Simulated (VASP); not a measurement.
# Se (Pm-3m) in VASP: notebook

Se is run at these levels: LDA; tasks: single point, relaxation of cell and atoms.

Everything below comes from runs of VASP 6.6.1. Logs are shortened: lines on timing, memory, paths and dates and some standing lists are left out, and cuts for length are marked.

## Step 1: The cell of the first run

It takes space group Pm-3m (No. 221, cubic). Conventional cell: a = 2.769 Å, b = 2.769 Å, c = 2.769 Å, α = 90.00°, β = 90.00°, γ = 90.00°. Within 3.6 Å of Se (site symmetry m-3m) lie 6 Se at 2.77 Å.

## Step 2: Single point, LDA

The input, INCAR:

```
PREC = Accurate
ENCUT = 520
EDIFF = 1E-6
ISMEAR = -1
SIGMA = 0.08
LREAL = F
LASPH = T
NELM = 80
ALGO = Normal
ISIF = 2
LWAVE = F
LCHARG = F
NBANDS = 9
```

The input, KPOINTS:

```
Automatic mesh
0
Gamma
  13 13 13
```

The input, POSCAR:

```
Se
1.0
    2.7692252750      0.0000000000      0.0000000000
    0.0000000000      2.7692252750      0.0000000000
    0.0000000000      0.0000000000      2.7692252750
Se
1
Direct
    0.0000000000      0.0000000000      0.0000000000
```

Potentials or basis: VASP PAW LDA potentials, release 64 (Se).

On the command line:

```console
$ cat potpaw_LDA.64/Se/POTCAR > POTCAR
$ mpirun -np 1 vasp_std > vasp.out
```

OUTCAR:

```text
PREC = Accurate
   ENCUT = 520
   EDIFF = 1E-6
   ISMEAR = -1
   LREAL = F
   LASPH = T
   NELM = 80
   ISIF = 2

 ion  position               nearest neighbor table
   1  0.000  0.000  0.000-

  LATTYP: Found a simple cubic cell.
 ALAT       =     2.7692252750

  Lattice vectors:

 A1 = (   2.7692252750,   0.0000000000,   0.0000000000)
 A2 = (   0.0000000000,   2.7692252750,   0.0000000000)
 A3 = (   0.0000000000,   0.0000000000,   2.7692252750)

Analysis of symmetry for initial positions (statically):
=====================================================================
 Subroutine PRICEL returns:
 Original cell was already a primitive cell.

 Routine SETGRP: Setting up the symmetry group for a
 simple cubic supercell.

 Subroutine GETGRP returns: Found 48 space group operations
 (whereof 48 operations were pure point group operations)
 out of a pool of 48 trial point group operations.

The static configuration has the point symmetry O_h .

Analysis of symmetry for dynamics (positions and initial velocities):
=====================================================================
 Subroutine PRICEL returns:
 Original cell was already a primitive cell.

 Routine SETGRP: Setting up the symmetry group for a
 simple cubic supercell.

 Subroutine GETGRP returns: Found 48 space group operations
 (whereof 48 operations were pure point group operations)
 out of a pool of 48 trial point group operations.

The dynamic configuration has the point symmetry O_h .

 Subroutine INISYM returns: Found 48 space group operations
 (whereof 48 operations are pure point group operations),
 and found     1 'primitive' translations

----------------------------------------------------------------------------------------

                                     Primitive cell

  volume of cell :      21.2361

  direct lattice vectors                    reciprocal lattice vectors
     2.769225275  0.000000000  0.000000000     0.361111828  0.000000000  0.000000000
     0.000000000  2.769225275  0.000000000     0.000000000  0.361111828  0.000000000
     0.000000000  0.000000000  2.769225275     0.000000000  0.000000000  0.361111828

  length of vectors
     2.769225275  2.769225275  2.769225275     0.361111828  0.361111828  0.361111828

  position of ions in fractional coordinates (direct lattice)
     0.000000000  0.000000000  0.000000000

  ion indices of the primitive-cell ions
   primitive index   ion index
                 1           1

----------------------------------------------------------------------------------------

 KPOINTS: Automatic mesh

Automatic generation of k-mesh.
 Grid dimensions read from file:
 generate k-points for:   13   13   13

 Generating k-lattice:

  Cartesian coordinates                     Fractional coordinates (reciprocal lattice)
     0.027777833  0.000000000  0.000000000     0.076923077  0.000000000  0.000000000
     0.000000000  0.027777833  0.000000000     0.000000000  0.076923077  0.000000000
     0.000000000  0.000000000  0.027777833     0.000000000  0.000000000  0.076923077

  Length of vectors
     0.027777833  0.027777833  0.027777833

  Shift w.r.t. Gamma in fractional coordinates (k-lattice)
     0.000000000  0.000000000  0.000000000

 Subroutine IBZKPT returns following result:
 ===========================================

 Found     84 irreducible k-points:

 Following reciprocal coordinates:
            Coordinates               Weight
  0.000000  0.000000  0.000000      1.000000
  0.076923  0.000000  0.000000      6.000000
  0.153846  0.000000  0.000000      6.000000
  0.230769  0.000000  0.000000      6.000000
  0.307692  0.000000  0.000000      6.000000
  0.384615  0.000000  0.000000      6.000000
[... 16 lines left out ...]
  0.307692  0.307692  0.000000     12.000000
  0.384615  0.307692  0.000000     24.000000
 [... further k-points ...]
   k-points           NKPTS =     84   k-points in BZ     NKDIM =     84   number of bands    NBANDS=      9
   number of dos      NEDOS =    301   number of ions     NIONS =      1
   total plane-waves  NPLWV =  13824
   dimension x,y,z NGX =    24 NGY =   24 NGZ =   24
   dimension x,y,z NGXF=    48 NGYF=   48 NGZF=   48
   ions per type =               1
   NGX,Y,Z   is equivalent  to a cutoff of  14.41, 14.41, 14.41 a.u.
   NGXF,Y,Z  is equivalent  to a cutoff of  28.82, 28.82, 28.82 a.u.
 SYSTEM =  unknown system
   PREC   = accura    normal or accurate (medium, high low for compatibility)
   ISTART =      0    job   : 0-new  1-cont  2-samecut
   ICHARG =      2    charge: 1-file 2-atom 10-const
   ISPIN  =      1    spin polarized calculation?
   LNONCOLLINEAR =      F non collinear calculations
   LSORBIT =      F    spin-orbit coupling
   LASPH  =      T    aspherical Exc in radial PAW
   ENCUT  =  520.0 eV  38.22 Ry    6.18 a.u.   5.15  5.15  5.15*2*pi/ulx,y,z
   NELM   =     80;   NELMIN=  2; NELMDL= -5     # of ELM steps
   EDIFF  = 0.1E-05   stopping-criterion for ELM
   LREAL  =      F    real-space projection
   EDIFFG = 0.1E-04   stopping-criterion for IOM
   NSW    =      0    number of steps for IOM
   IBRION =     -1    ionic relax: 0-MD 1-quasi-New 2-CG
   NFREE  =      0    steps in history (QN), initial steepest desc. (CG)
   ISIF   =      2    stress and relaxation
   ISYM   =      2    0-nonsym 1-usesym 2-fastsym
   POTIM  = 0.5000    time-step for ionic-motion
   TEBEG  =    0.0;   TEEND  =   0.0 temperature during run
   PSTRESS=    0.0 pullay stress
   NELECT =       6.0000    total number of electrons
   NUPDOWN=      -1.0000    fix difference up-down
   EMIN   =  10.00;   EMAX   =-10.00  energy-range for DOS
   EFERMI =   0.00;   METHOD = LEGACY
   ISMEAR =    -1;   SIGMA  =   0.08  broadening in eV -4-tet -1-fermi 0-gaus
   EFERMI_NEDOS =   21; number of points for ismear=-14 and -15
   IALGO  =     38    algorithm
   IMIX   =      4    mixing-type and parameters
     AMIX     =   0.40;   BMIX     =  1.00
     AMIX_MAG =   1.60;   BMIX_MAG =  1.00
  volume/ion in A,a.u.               =      21.24       143.31
  Fermi-wavevector in a.u.,A,eV,Ry     =   1.074237  2.030014 15.700934  1.153986
  Thomas-Fermi vector in A             =   2.210060
   LORBIT       =      0    0 simple, 1 ext, 2 COOP (PROOUT), +10 PAW based schemes
   GGA     = CA    functional components
   LHFCALC =     F    Hartree Fock is set to
   AEXX    =    0.0000 exact exchange contribution
   IVDW    =     0    specifies the selected vdW correction
   LEPSILON=     F    determine dielectric tensor
   LRPA    =     F    only Hartree local field effects (RPA)
 non-spin polarized calculation
  energy-cutoff  :      520.00
  volume of cell :       21.24
 maximum number of plane-waves:       587
 NGX is ok and might be reduce to    24
   NGX = 11   NGY = 11   NGZ = 11

 number of electron       6.0000001 magnetization

 Free energy of the ion-electron system (eV)
  ---------------------------------------------------
  ext. energy  EPLUGINS =         0.00000000
  ---------------------------------------------------
  free energy    TOTEN  =        -4.08707107 eV

  energy without entropy =       -4.07784040  energy(sigma->0) =       -4.08245574

 E-fermi :   5.5421     XC(G=0): -10.4297

 val. band max:        5.4510427897   @ k =   0.2308   0.2308   0.1538
 cond. band min:       5.5808723600   @ k =   0.4615   0.3846   0.2308
 fundamental gap:      0.1298295702
 Fermi energy:         5.5420880969

 k-point     1 :       0.0000    0.0000    0.0000
  band No.  band energies     occupation
      1     -11.0957      2.00000
      2       6.9797      0.00000
      3       6.9797      0.00000
      4       6.9797      0.00000
      5      13.2053      0.00000
      6      13.2053      0.00000
      7      13.4953      0.00000
      8      28.3441      0.00000
      9      28.3441      0.00000

 k-point     2 :       0.0769    0.0000    0.0000
  band No.  band energies     occupation
      1     -11.0049      2.00000
      2       5.9941      0.00701
      3       7.0520      0.00000
      4       7.0520      0.00000
      5      13.2951      0.00000
      6      13.4950      0.00000
      7      14.4772      0.00000
      8      26.7382      0.00000
      9      26.7382      0.00000

 k-point     3 :       0.1538    0.0000    0.0000
  band No.  band energies     occupation
      1     -10.7382      2.00000
      2       4.0744      2.00000
      3       7.2605      0.00000
      4       7.2605      0.00000
      5      13.5595      0.00000
      6      13.8213      0.00000
      7      16.8837      0.00000
      8      24.6175      0.00000
      9      24.6175      0.00000

 k-point     4 :       0.2308    0.0000    0.0000
  band No.  band energies     occupation
      1     -10.3153      2.00000
      2       2.0870      2.00000
      3       7.5782      0.00000
      4       7.5782      0.00000
      5      13.9804      0.00000
      6      14.3459      0.00000
      7      19.4107      0.00000
      8      22.6895      0.00000
      9      22.6895      0.00000
[... 205 lines left out ...]
 k-point    22 :       0.4615    0.2308    0.0000
  band No.  band energies     occupation
      1      -8.0798      2.00000
      2      -1.1549      2.00000
      3       4.0561      2.00000
      4       9.0747      0.00000
      5      12.0972      0.00000
      6      17.1455      0.00000
      7      20.0502      0.00000
      8      20.9199      0.00000
      9      22.5086      0.00000

 k-point    23 :       0.3077    0.3077    0.0000
  band No.  band energies     occupation
      1      -8.4718      2.00000
      2       1.4695      2.00000
      3       1.5882      2.00000
      4       8.8839      0.00000
      5      12.3328      0.00000
      6      16.5180      0.00000
      7      21.9732      0.00000
      8      22.8133      0.00000
      9      22.9005      0.00000

 k-point    24 :       0.3846    0.3077    0.0000
  band No.  band energies     occupation
      1      -7.9256      2.00000
      2       0.1430      2.00000
      3       2.0126      2.00000
      4       9.2134      0.00000
      5      11.0438      0.00000
      6      17.2211      0.00000
      7      21.1720      0.00000
      8      22.4123      0.00000
      9      22.9797      0.00000

 [... further k-points ...]
[... 5 lines left out ...]
  --------------------------------------------------------------------------------------
  -------------------------------------------------------------------------------------
  Total        0.0175082      0.0175082      0.0175082     -0.0000000      0.0000000      0.0000000
  in kB        1.3209214      1.3209214      1.3209214     -0.0000000      0.0000000      0.0000000
  external PRESSURE =       1.3209214 kB  Pullay stress =       0.0000000 kB

 VOLUME and BASIS-vectors are now :
 -----------------------------------------------------------------------------
  energy-cutoff  :      520.00
  volume of cell :       21.24
      direct lattice vectors                 reciprocal lattice vectors
     2.769225275  0.000000000  0.000000000     0.361111828  0.000000000  0.000000000
     0.000000000  2.769225275  0.000000000     0.000000000  0.361111828  0.000000000
     0.000000000  0.000000000  2.769225275     0.000000000  0.000000000  0.361111828

 POSITION                                       TOTAL-FORCE (eV/Angst)
 -----------------------------------------------------------------------------------
      0.00000      0.00000      0.00000         0.000000      0.000000      0.000000
 -----------------------------------------------------------------------------------
    total drift:                               -0.000000      0.000000      0.000000

  FREE ENERGIE OF THE ION-ELECTRON SYSTEM (eV)
  ---------------------------------------------------
  free  energy   TOTEN  =        -4.0870710733 eV

  energy  without entropy=       -4.0778404009  energy(sigma->0) =       -4.08245574
```

Wall time 3.4 s (1 thread of Intel Xeon 6975P-C (Granite Rapids), shared host); peak memory 0.13 GiB.

Results:

| Quantity | Value |
| --- | --- |
| Free energy | -4.0871 eV |
| Pressure | 0.1 GPa |
| Band gap on the k mesh | zero (band 3 reaches 8.52 eV, above the bottom of band 4 at 2.03 eV) |

Levels at points of the mesh, in eV from the Fermi level:
```csv
k point,band 1,band 2,band 3,band 4,band 5,band 6,band 7
"(0.00, 0.00, 0.00)",-16.64,1.44,1.44,1.44,7.66,7.66,7.95
```

## Step 3: Single point, LDA

The input, INCAR:

```
SYSTEM = Se
ALGO = Normal ; EDIFF = 1E-6
ENCUT = 520 ; GGA = CA
ISIF = 2 ; ISMEAR = -1
LASPH = .True. ; LCHARG = .False.
LREAL = .False. ; LWAVE = .False.
NBANDS = 9 ; NELM = 100
PREC = Accurate ; SIGMA = 0.08
```

The input, KPOINTS:

```
k-points
0
Gamma
  13 13 13
  0 0 0
```

POSCAR is that of step 2.

Potentials or basis: VASP PAW LDA potentials, release 64 (Se).

On the command line:

```console
$ cat potpaw_LDA.64/Se/POTCAR > POTCAR
$ mpirun -np 1 vasp_std > vasp.out
```

OUTCAR:

```text
SYSTEM = Se
   EDIFF = 1E-6
   ENCUT = 520
   GGA = CA
   ISIF = 2
   ISMEAR = -1
   LASPH = .True.
   LREAL = .False.
   NELM = 100
   PREC = Accurate

 ion  position               nearest neighbor table
   1  0.000  0.000  0.000-

  LATTYP: Found a simple cubic cell.
 ALAT       =     2.7692252750

  Lattice vectors:

 A1 = (   2.7692252750,   0.0000000000,   0.0000000000)
 A2 = (   0.0000000000,   2.7692252750,   0.0000000000)
 A3 = (   0.0000000000,   0.0000000000,   2.7692252750)

Analysis of symmetry for initial positions (statically):
=====================================================================
 Subroutine PRICEL returns:
 Original cell was already a primitive cell.

 Routine SETGRP: Setting up the symmetry group for a
 simple cubic supercell.

 Subroutine GETGRP returns: Found 48 space group operations
 (whereof 48 operations were pure point group operations)
 out of a pool of 48 trial point group operations.

The static configuration has the point symmetry O_h .

Analysis of symmetry for dynamics (positions and initial velocities):
=====================================================================
 Subroutine PRICEL returns:
 Original cell was already a primitive cell.

 Routine SETGRP: Setting up the symmetry group for a
 simple cubic supercell.

 Subroutine GETGRP returns: Found 48 space group operations
 (whereof 48 operations were pure point group operations)
 out of a pool of 48 trial point group operations.

The dynamic configuration has the point symmetry O_h .

 Subroutine INISYM returns: Found 48 space group operations
 (whereof 48 operations are pure point group operations),
 and found     1 'primitive' translations

----------------------------------------------------------------------------------------

                                     Primitive cell

[... 103 lines left out ...]
   ISMEAR =    -1;   SIGMA  =   0.08  broadening in eV -4-tet -1-fermi 0-gaus
   EFERMI_NEDOS =   21; number of points for ismear=-14 and -15
   IALGO  =     38    algorithm
   IMIX   =      4    mixing-type and parameters
     AMIX     =   0.40;   BMIX     =  1.00
     AMIX_MAG =   1.60;   BMIX_MAG =  1.00
  volume/ion in A,a.u.               =      21.24       143.31
  Fermi-wavevector in a.u.,A,eV,Ry     =   1.074237  2.030014 15.700934  1.153986
  Thomas-Fermi vector in A             =   2.210060
   LORBIT       =      0    0 simple, 1 ext, 2 COOP (PROOUT), +10 PAW based schemes
   GGA     = CA    functional components
   LHFCALC =     F    Hartree Fock is set to
   AEXX    =    0.0000 exact exchange contribution
   IVDW    =     0    specifies the selected vdW correction
   LEPSILON=     F    determine dielectric tensor
   LRPA    =     F    only Hartree local field effects (RPA)
 non-spin polarized calculation
  energy-cutoff  :      520.00
  volume of cell :       21.24
 maximum number of plane-waves:       587
 NGX is ok and might be reduce to    24
   NGX = 11   NGY = 11   NGZ = 11

 number of electron       6.0000001 magnetization

 Free energy of the ion-electron system (eV)
  ---------------------------------------------------
  ext. energy  EPLUGINS =         0.00000000
  ---------------------------------------------------
  free energy    TOTEN  =        -4.08707107 eV

  energy without entropy =       -4.07784040  energy(sigma->0) =       -4.08245574

 E-fermi :   5.5421     XC(G=0): -10.4297

 val. band max:        5.4510427897   @ k =   0.2308   0.2308   0.1538
 cond. band min:       5.5808723600   @ k =   0.4615   0.3846   0.2308
 fundamental gap:      0.1298295702
 Fermi energy:         5.5420880969

 k-point     1 :       0.0000    0.0000    0.0000
  band No.  band energies     occupation
      1     -11.0957      2.00000
      2       6.9797      0.00000
      3       6.9797      0.00000
      4       6.9797      0.00000
      5      13.2053      0.00000
      6      13.2053      0.00000
      7      13.4953      0.00000
      8      28.3441      0.00000
      9      28.3441      0.00000
[... 265 lines left out ...]
 k-point    24 :       0.3846    0.3077    0.0000
  band No.  band energies     occupation
      1      -7.9256      2.00000
      2       0.1430      2.00000
      3       2.0126      2.00000
      4       9.2134      0.00000
      5      11.0438      0.00000
      6      17.2211      0.00000
      7      21.1720      0.00000
      8      22.4123      0.00000
      9      22.9797      0.00000

 [... further k-points ...]
[... 5 lines left out ...]
  --------------------------------------------------------------------------------------
  -------------------------------------------------------------------------------------
  Total        0.0175082      0.0175082      0.0175082     -0.0000000      0.0000000      0.0000000
  in kB        1.3209214      1.3209214      1.3209214     -0.0000000      0.0000000      0.0000000
  external PRESSURE =       1.3209214 kB  Pullay stress =       0.0000000 kB

 VOLUME and BASIS-vectors are now :
 -----------------------------------------------------------------------------
  energy-cutoff  :      520.00
  volume of cell :       21.24
      direct lattice vectors                 reciprocal lattice vectors
     2.769225275  0.000000000  0.000000000     0.361111828  0.000000000  0.000000000
     0.000000000  2.769225275  0.000000000     0.000000000  0.361111828  0.000000000
     0.000000000  0.000000000  2.769225275     0.000000000  0.000000000  0.361111828

 POSITION                                       TOTAL-FORCE (eV/Angst)
 -----------------------------------------------------------------------------------
      0.00000      0.00000      0.00000         0.000000      0.000000      0.000000
 -----------------------------------------------------------------------------------
    total drift:                               -0.000000      0.000000      0.000000

  FREE ENERGIE OF THE ION-ELECTRON SYSTEM (eV)
  ---------------------------------------------------
  free  energy   TOTEN  =        -4.0870710733 eV

  energy  without entropy=       -4.0778404009  energy(sigma->0) =       -4.08245574
```

Wall time 3.6 s (1 thread of Intel Xeon 6975P-C (Granite Rapids), shared host); peak memory 0.13 GiB.

Results:

```yaml
Free_energy: -4.0871 eV
Pressure: 0.1 GPa
Band_gap_on_the_k_mesh: zero (band 3 reaches 8.52 eV, above the bottom of band 4 at 2.03 eV)
```

## Step 4: Single point, LDA

The input, INCAR:

```
SYSTEM = Se
PREC = Accurate
ENCUT = 520
EDIFF = 1E-7
ISMEAR = -1
SIGMA = 0.08
LREAL = .FALSE.
LASPH = .TRUE.
NELM = 100
ALGO = Normal
ISIF = 2
LWAVE = .FALSE.
LCHARG = .TRUE.
LELF = .TRUE.
LVHAR = .TRUE.
NBANDS = 9
```

The input, KPOINTS:

```
regular mesh
0
G
  13 13 13
  0 0 0
```

POSCAR is that of step 3.

On the command line:

```console
$ cat potpaw_LDA.64/Se/POTCAR > POTCAR
$ mpirun -np 1 vasp_std > vasp.out
```

Wall time 4.5 s (1 thread of Intel Xeon 6975P-C (Granite Rapids), shared host); peak memory 0.13 GiB.

Results (log left out):

* Free energy: -4.0871 eV
* Pressure: 0.1 GPa
* Band gap on the k mesh: zero (band 3 reaches 8.52 eV, above the bottom of band 4 at 2.03 eV)

Levels at points of the mesh, in eV from the Fermi level:
```csv
k point,band 1,band 2,band 3,band 4,band 5,band 6
"(0.00, 0.00, 0.00)",-16.64,1.44,1.44,1.44,7.66,7.66
```

(Continued in part 2 of 2.)
